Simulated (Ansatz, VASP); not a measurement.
## SrO: VASP beside Ansatz

The input POSCAR:

```
SrO
1.0
    0.0000000000      2.4274210572      2.5798927168
    2.4274210572      0.0000000000      2.5798927168
    2.4274210572      2.4274210572      0.0000000000
Sr O
1 1
Direct
    0.5000000000      0.5000000000      0.5000000000
    0.0000000000      0.0000000000      0.0000000000
```

File INCAR.step1:

```
ALGO = Normal
EDIFF = 1E-5
ENCUT = 520
GGA = PE
ISIF = 2
ISMEAR = 0
LASPH = T
LREAL = F
LWAVE = T
NBANDS = 15
NELM = 100
PREC = Accurate
SIGMA = 0.01
```

INCAR.step2

```
ALGO = Normal
EDIFF = 1E-6
ENCUT = 520
GGA = PE
HFSCREEN = 0.2079
ISIF = 2
ISMEAR = 0
ISTART = 1
LASPH = T
LCHARG = T
LELF = T
LHFCALC = T
LREAL = F
LVHAR = T
LWAVE = F
NBANDS = 15
NELM = 100
PREC = Accurate
PRECFOCK = Normal
SIGMA = 0.01
```

File KPOINTS:

```
k-points
0
Gamma
  6 6 6
```

Input for Ansatz:

```yaml
crystal:
  lattice:
    - [0.0, 2.4274210572, 2.5798927168]
    - [2.4274210572, 0.0, 2.5798927168]
    - [2.4274210572, 2.4274210572, 0.0]
  atoms:
    - { symbol: Sr, position: [0.5, 0.5, 0.5] }
    - { symbol: O, position: [0.0, 0.0, 0.0] }
kpoints:
  mp_grid: { grid: [6, 6, 6] }
  band_path:
    path:
      - [0.0, 0.0, 0.0]
      - [0.5, 0.0, 0.5]
      - [0.625, 0.25, 0.625]
      - [0.375, 0.375, 0.75]
      - [0.5, 0.5, 0.5]
      - [0.5, 0.25, 0.75]
      - [0.0, 0.5, 0.5]
    npoints: 1
hamiltonian:
  xc: hse06
scf:
  occupations: { method: fixed }
  n_extra_bands: 4
output:
  forces: true
  stress: true
  eigenvalues: true
```

Change from the starting cell: biaxial_xy strain -5.9%.

Alike in both runs: task single point; functional HSE06; k mesh 6 × 6 × 6; no spin polarisation.

|  | VASP | Ansatz |
| --- | --- | --- |
| version | VASP 6.6.1 | Ansatz 0.2.0 |
| potentials or method | VASP PAW PBE potentials, release 64 (Sr_sv, O) | plane waves, PAW |
| plane-wave cutoff (eV) | 520 | 420 |
| occupations | gaussian, width 0.01 eV | fixed |
| valence electrons in the cell | 16 | 16 |

Ansatz gave:

- gap on the k mesh at the Fermi level (eV): 4.51
- pressure (GPa): 15.3
- traceless stress, the component that is largest in VASP (GPa): -8.77

**Question.** Which values does VASP return?

**Answer.** gap on the k mesh at the Fermi level (eV): 4.47; pressure (GPa): 16.3; traceless stress, the component that is largest in VASP (GPa): -9.22.

Ansatz's warnings: stress exchange threshold loose, stress scf threshold loose.
